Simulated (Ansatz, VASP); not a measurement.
**Two plane-wave programs on BAs**

```
B As
1.0
     0.00000    2.38850    2.38850
     2.38850    0.00000    2.38850
     2.38850    2.38850    0.00000
B As
1 1
Direct
  0.00000 0.00000 0.00000
  0.25000 0.25000 0.25000
```

Alike in both runs: task relaxation of cell and atoms; functional PBEsol; k mesh 8 × 8 × 8; no spin polarisation.

```csv
,VASP,Ansatz
version,VASP 6.6.1,Ansatz 0.2.0
potentials or method,"VASP PAW PBE potentials, release 64 (B, As)","plane waves, PAW"
plane-wave cutoff (eV),600,420
occupations,"gaussian, width 0.01 eV",fixed
valence electrons in the cell,8,18
```

Ansatz gave:

| Quantity | Value |
| --- | --- |
| relaxed volume (Å³/atom) | 13.55 |
| relaxed cell length with the largest relative difference (Å) | 3.371 |

Estimate VASP's values.

relaxed volume (Å³/atom): 13.63; relaxed cell length with the largest relative difference (Å): 3.378.

VASP's potentials were made for PBE, not for PBEsol. VASP's potentials hold 8 valence electrons a cell and Ansatz's 18, so a difference there can come from the potentials and not from the codes.

Noted on VASP's run: the relaxation stopped at its first step, so nothing moved.
